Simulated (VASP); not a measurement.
# MgO (P6_3/mmc) in VASP: G0W0 quasiparticle levels with PBE

Aim: the G0W0 quasiparticle levels of MgO with PBE.

All numbers are computed with VASP 6.6.1; they aren't measurements. Logs are shortened: lines on timing, memory, paths and dates and some standing lists are left out, and cuts for length are marked.

### Step 1. The cell of the first run

The structure is hexagonal, space group P6_3/mmc (No. 194). The conventional cell has a = 2.923 Å, b = 2.923 Å, c = 5.092 Å, α = 90.00°, β = 90.00°, γ = 120.00°. Mg (site symmetry -3m) has 6 O at 2.11 Å and 2 Mg at 2.55 Å within 2.8 Å. O (site symmetry -6m2) has 6 Mg at 2.11 Å within 2.8 Å.

### Step 2. G0W0 quasiparticle levels, PBE

The input, POSCAR:

```
MgO
1.0
    2.9230552963      0.0000000000      0.0000000000
   -1.4615276482      2.5314401432      0.0000000000
    0.0000000000      0.0000000000      5.0921016484
Mg O
2 2
Direct
    0.0000000000      0.0000000000      0.0000000000
    0.0000000000      0.0000000000      0.5000000000
    0.3333333333      0.6666666667      0.2500000000
    0.6666666667      0.3333333333      0.7500000000
```

The input, INCAR.step1:

```
SYSTEM = MgO
PREC = Accurate
ENCUT = 500
EDIFF = 1E-8
ISMEAR = 0
SIGMA = 0.01
LREAL = .FALSE.
LASPH = .TRUE.
NELM = 80
ALGO = Normal
LWAVE = .TRUE.
LCHARG = .FALSE.
GGA = PE
```

The input, INCAR.step2:

```
SYSTEM = MgO
PREC = Accurate
ENCUT = 500
EDIFF = 1E-8
ISMEAR = 0
SIGMA = 0.01
LREAL = .FALSE.
LASPH = .TRUE.
NELM = 1
ALGO = Exact
LWAVE = .TRUE.
LCHARG = .FALSE.
GGA = PE
NBANDS = 149
LOPTICS = .TRUE.
ISTART = 1
```

The input, INCAR.step3:

```
SYSTEM = MgO
PREC = Accurate
ENCUT = 500
EDIFF = 1E-8
ISMEAR = 0
SIGMA = 0.01
LREAL = .FALSE.
LASPH = .TRUE.
ALGO = EVGW0
LWAVE = .FALSE.
LCHARG = .FALSE.
GGA = PE
NELMGW = 1
NBANDS = 149
ENCUTGW = 140.0
NOMEGA = 96
PRECFOCK = Fast
ISTART = 1
NBANDSGW = 16
OMEGAMAX = 20
```

The input, KPOINTS:

```
Automatic mesh
0
G
  6 6 4
  0 0 0
```

Potentials or basis: VASP PAW PBE potentials, release 64 (Mg_GW, O_GW).

Run with:

```bash
$ cat potpaw_PBE.64/Mg_GW/POTCAR potpaw_PBE.64/O_GW/POTCAR > POTCAR
$ cp INCAR.step1 INCAR
$ mpirun -np 1 vasp_std > vasp.out
$ cp INCAR.step2 INCAR
$ mpirun -np 1 vasp_std > vasp.out
$ cp INCAR.step3 INCAR
$ mpirun -np 1 vasp_std > vasp.out
```

OUTCAR:

```text
SYSTEM = MgO
   PREC = Accurate
   ENCUT = 500
   EDIFF = 1E-8
   ISMEAR = 0
   LREAL = .FALSE.
   LASPH = .TRUE.
   GGA = PE
   NELMGW = 1
   ENCUTGW = 140.0
   PRECFOCK = Fast
   ISTART = 1

 ion  position               nearest neighbor table
   1  0.000  0.000  0.000-   3 2.11   4 2.11   3 2.11   4 2.11   4 2.11   3 2.11
   2  0.000  0.000  0.500-   3 2.11   4 2.11   3 2.11   4 2.11   4 2.11   3 2.11
   3  0.333  0.667  0.250-   1 2.11   2 2.11   1 2.11   2 2.11   1 2.11   2 2.11
   4  0.667  0.333  0.750-   1 2.11   2 2.11   1 2.11   2 2.11   1 2.11   2 2.11

  LATTYP: Found a hexagonal cell.
 ALAT       =     2.9230552963
 C/A-ratio  =     1.7420476632

  Lattice vectors:

 A1 = (   2.9230552963,   0.0000000000,   0.0000000000)
 A2 = (  -1.4615276482,   2.5314401432,   0.0000000000)
 A3 = (   0.0000000000,   0.0000000000,   5.0921016484)

Analysis of symmetry for initial positions (statically):
=====================================================================
 Subroutine PRICEL returns:
 Original cell was already a primitive cell.

 Routine SETGRP: Setting up the symmetry group for a
 hexagonal supercell.

 Subroutine GETGRP returns: Found 24 space group operations
 (whereof 12 operations were pure point group operations)
 out of a pool of 24 trial point group operations.

The static configuration has the point symmetry D_3d.
 The point group associated with its full space group is D_6h.

Analysis of symmetry for dynamics (positions and initial velocities):
=====================================================================
 Subroutine PRICEL returns:
 Original cell was already a primitive cell.

 Routine SETGRP: Setting up the symmetry group for a
 hexagonal supercell.

 Subroutine GETGRP returns: Found 24 space group operations
 (whereof 12 operations were pure point group operations)
 out of a pool of 24 trial point group operations.

The dynamic configuration has the point symmetry D_3d.
 The point group associated with its full space group is D_6h.

 Subroutine INISYM returns: Found 24 space group operations
 (whereof 12 operations are pure point group operations),
 and found     1 'primitive' translations

----------------------------------------------------------------------------------------

                                     Primitive cell

  volume of cell :      37.6792

  direct lattice vectors                    reciprocal lattice vectors
     2.923055296  0.000000000  0.000000000     0.342107794  0.197516027  0.000000000
    -1.461527648  2.531440143  0.000000000     0.000000000  0.395032054  0.000000000
     0.000000000  0.000000000  5.092101648     0.000000000  0.000000000  0.196382568

  length of vectors
     2.923055296  2.923055296  5.092101648     0.395032054  0.395032054  0.196382568

  position of ions in fractional coordinates (direct lattice)
     0.000000000  0.000000000  0.000000000
     0.000000000  0.000000000  0.500000000
     0.333333333  0.666666667  0.250000000
     0.666666667  0.333333333  0.750000000

  ion indices of the primitive-cell ions
   primitive index   ion index
                 1           1
                 2           2
                 3           3
                 4           4

----------------------------------------------------------------------------------------

 KPOINTS: Automatic mesh

Automatic generation of k-mesh.
 Grid dimensions read from file:
 generate k-points for:    6    6    4

 Generating k-lattice:

  Cartesian coordinates                     Fractional coordinates (reciprocal lattice)
     0.057017966  0.032919338  0.000000000     0.166666667  0.000000000  0.000000000
     0.000000000  0.065838676  0.000000000     0.000000000  0.166666667  0.000000000
     0.000000000  0.000000000  0.049095642     0.000000000  0.000000000  0.250000000

  Length of vectors
     0.065838676  0.065838676  0.049095642

  Shift w.r.t. Gamma in fractional coordinates (k-lattice)
     0.000000000  0.000000000  0.000000000

 Subroutine IBZKPT returns following result:
 ===========================================

 Found     21 irreducible k-points:

 Following reciprocal coordinates:
            Coordinates               Weight
  0.000000  0.000000  0.000000      1.000000
  0.166667  0.000000  0.000000      6.000000
  0.333333  0.000000  0.000000      6.000000
  0.500000  0.000000  0.000000      3.000000
  0.166667  0.166667  0.000000      6.000000
  0.333333  0.166667  0.000000     12.000000
[... 13 lines left out ...]
  0.333333  0.166667  0.500000     12.000000
  0.333333  0.333333  0.500000      2.000000
   k-points           NKPTS =     21   k-points in BZ     NKDIM =    144   number of bands    NBANDS=    149
   number of dos      NEDOS =    301   number of ions     NIONS =      4
   total plane-waves  NPLWV =  23040
   dimension x,y,z NGX =    24 NGY =   24 NGZ =   40
   dimension x,y,z NGXF=    48 NGYF=   48 NGZF=   80
   ions per type =               2   2
   NGX,Y,Z   is equivalent  to a cutoff of  13.65, 13.65, 13.06 a.u.
   NGXF,Y,Z  is equivalent  to a cutoff of  27.30, 27.30, 26.12 a.u.
 SYSTEM =  MgO
   PREC   = accura    normal or accurate (medium, high low for compatibility)
   ISTART =      1    job   : 0-new  1-cont  2-samecut
   ICHARG =      0    charge: 1-file 2-atom 10-const
   ISPIN  =      1    spin polarized calculation?
   LNONCOLLINEAR =      F non collinear calculations
   LSORBIT =      F    spin-orbit coupling
   LASPH  =      T    aspherical Exc in radial PAW
   ENCUT  =  500.0 eV  36.75 Ry    6.06 a.u.   5.33  5.33  9.28*2*pi/ulx,y,z
   NELM   =     60;   NELMIN=  2; NELMDL=  0     # of ELM steps
   EDIFF  = 0.1E-07   stopping-criterion for ELM
   LREAL  =      F    real-space projection
   EDIFFG = 0.1E-06   stopping-criterion for IOM
   NSW    =      0    number of steps for IOM
   IBRION =     -1    ionic relax: 0-MD 1-quasi-New 2-CG
   NFREE  =      0    steps in history (QN), initial steepest desc. (CG)
   ISIF   =      0    stress and relaxation
   ISYM   =      3    0-nonsym 1-usesym 2-fastsym
   POTIM  = 0.5000    time-step for ionic-motion
   TEBEG  =    0.0;   TEEND  =   0.0 temperature during run
   PSTRESS=    0.0 pullay stress
   NELECT =      16.0000    total number of electrons
   NUPDOWN=      -1.0000    fix difference up-down
   EMIN   =  10.00;   EMAX   =-10.00  energy-range for DOS
   EFERMI =   0.00;   METHOD = LEGACY
   ISMEAR =     0;   SIGMA  =   0.01  broadening in eV -4-tet -1-fermi 0-gaus
   EFERMI_NEDOS =   21; number of points for ismear=-14 and -15
   IALGO  =     38    algorithm
   IMIX   =      4    mixing-type and parameters
     AMIX     =   0.40;   BMIX     =  1.00
     AMIX_MAG =   1.60;   BMIX_MAG =  1.00
  volume/ion in A,a.u.               =       9.42        63.57
  Fermi-wavevector in a.u.,A,eV,Ry     =   1.230498  2.325304 20.600925  1.514125
  Thomas-Fermi vector in A             =   2.365344
   LORBIT       =      0    0 simple, 1 ext, 2 COOP (PROOUT), +10 PAW based schemes
   GGA     = PE    functional components
   LHFCALC =     T    Hartree Fock is set to
   PRECFOCK=fast      Normal, Fast or Accurate (Low or Medium for compatibility)
   ENCUT4O =  -1.0   cutoff for four orbital integrals eV
   NKREDX  =     1    reduce k-point grid by
   NKREDY  =     1    reduce k-point grid by
   NKREDZ  =     1    reduce k-point grid by
   AEXX    =    1.0000 exact exchange contribution
   HFSCREEN=    0.0000 screening length (either q_TF or 0.3 A-1)
   HFSCREENC=   0.0000 screening length for correlation (either q_TF or 0.3 A-1)
   ENCUTFOCK=  -1.0 apply spherical cutoff to Coloumb kernel
   IVDW    =     0    specifies the selected vdW correction
   LEPSILON=     F    determine dielectric tensor
   LRPA    =     F    only Hartree local field effects (RPA)
   LRPAFORCE           =     F    calculate RPA forces
   ENCUTGW             = 140.0    cutoff for response function in eV
   ENCUTGWSOFT         = 112.0    soft cutoff for Coulomb kernel in GW response function in eV
   ENCUTLF             =  -1.0    cutoff for local field effects
   NELMGW              =     1    number of iterations in solving QP/BSE equation
   NELMHF              =     1    number of iterations in the inner HF iteration
   NKREDLFX            =     1    NKREDLFY  =   1   NKREDLFZ  =   1
 non-spin polarized calculation
 Gauss-broadening in eV      SIGMA  =   0.01
  energy-cutoff  :      500.00
  volume of cell :       37.68
 maximum number of plane-waves:       991
 NGX is ok and might be reduce to    24
  NGX = 12; NGY = 12; NGZ = 20
   NGX = 11   NGY = 11   NGZ = 19
 maximum number of plane-waves:       150

 QP shifts <psi_nk| G(iteration)W_0 |psi_nk>: iteration 1
 for sc-GW calculations column KS-energies equals QP-energies in previous step
 and V_xc(KS)=  KS-energies - (<T + V_ion + V_H > + <T+V_H+V_ion>^1  + <V_x>^1)

 k-point   1 :       0.0000    0.0000    0.0000
  band No.  KS-energies  QP-energies   sigma(KS)   V_xc(KS)     V^pw_x(r,r')   Z            occupation Imag(sigma)

      1     -14.0946     -16.2229     -21.2100     -18.1285     -29.8964       0.6907       2.0000       1.0643
      2     -12.9929     -15.1331     -22.3308     -19.3335     -30.9387       0.7140       2.0000       1.0055
      3      -1.6623      -3.5282     -16.9848     -14.5296     -21.1222       0.7600       2.0000       0.0789
      4       2.7720       1.4284     -20.9441     -19.2246     -24.9345       0.7814       2.0000       0.0468
      5       2.7720       1.4284     -20.9441     -19.2246     -24.9345       0.7814       2.0000       0.0468
      6       2.7861       1.4779     -21.1048     -19.4412     -24.9059       0.7864       2.0000       0.0432
[... 8 lines left out ...]
     15      20.5462      21.9688      -7.8092      -9.5516      -3.1784       0.8165       0.0000      -0.0951
     16      20.5462      21.9688      -7.8092      -9.5516      -3.1784       0.8165       0.0000      -0.0951

 k-point   2 :       0.1667    0.0000    0.0000
  band No.  KS-energies  QP-energies   sigma(KS)   V_xc(KS)     V^pw_x(r,r')   Z            occupation Imag(sigma)

      1     -13.8299     -15.9629     -21.4273     -18.3619     -30.0839       0.6958       2.0000       1.0553
      2     -12.8641     -14.9981     -22.4391     -19.4678     -31.0475       0.7182       2.0000       1.0050
      3      -1.2594      -3.1043     -17.2386     -14.8236     -21.3183       0.7639       2.0000       0.0733
      4       1.6987       0.1955     -19.5963     -17.6687     -23.5148       0.7798       2.0000       0.0506
      5       1.9958       0.5748     -19.8156     -17.9983     -23.6493       0.7820       2.0000       0.0478
      6       2.5782       1.1954     -20.7404     -18.9690     -24.7391       0.7806       2.0000       0.0473
[... 8 lines left out ...]
     15      20.6958      21.9982      -7.9016      -9.5039      -3.2185       0.8129       0.0000      -0.1080
     16      20.8323      22.2779      -8.5567     -10.3634      -3.6782       0.8001       0.0000      -0.1233
[... 348 lines left out ...]
      5       1.3105      -0.2666     -19.4054     -17.3764     -23.3787       0.7773       2.0000       0.0526
      6       1.3105      -0.2666     -19.4054     -17.3764     -23.3787       0.7773       2.0000       0.0526
[... 8 lines left out ...]
     15      19.5275      20.9774      -7.8989      -9.6882      -3.1662       0.8103       0.0000      -0.1024
     16      19.5275      20.9774      -7.8989      -9.6882      -3.1662       0.8103       0.0000      -0.1024

 k-point  21 :       0.3333    0.3333    0.5000
  band No.  KS-energies  QP-energies   sigma(KS)   V_xc(KS)     V^pw_x(r,r')   Z            occupation Imag(sigma)

      1     -12.5542     -14.6479     -22.6975     -19.7886     -31.3110       0.7198       2.0000       0.9993
      2     -12.5542     -14.6479     -22.6975     -19.7886     -31.3110       0.7198       2.0000       0.9993
      3      -0.2678      -2.0591     -17.9734     -15.6453     -22.0469       0.7694       2.0000       0.0649
      4      -0.2678      -2.0591     -17.9734     -15.6453     -22.0469       0.7694       2.0000       0.0649
      5       0.2827      -1.4084     -18.4751     -16.2833     -22.5608       0.7716       2.0000       0.0625
      6       0.2827      -1.4084     -18.4751     -16.2833     -22.5608       0.7716       2.0000       0.0625
[... 8 lines left out ...]
     15      19.1202      20.5569      -7.6717      -9.4340      -3.0046       0.8152       0.0000      -0.0864
     16      19.1202      20.5569      -7.6717      -9.4340      -3.0046       0.8152       0.0000      -0.0864
```

Wall time 12 min (1 thread of Intel Xeon Platinum 8375C at 2.90GHz (Ice Lake), shared host); peak memory 0.66 GiB.

What came out:

```
Quasiparticle gap                                   : 6.92 eV
Least direct quasiparticle gap                      : 6.92 eV
Band gap of the starting levels on the mesh         : 4.45 eV
Least direct gap of the starting levels on the mesh : 4.45 eV
```

Caveat: the k points lie up to 0.41 Å⁻¹ apart; bands, screening cutoff and mesh are small and nothing is extrapolated, so the quasiparticle values aren't converged.
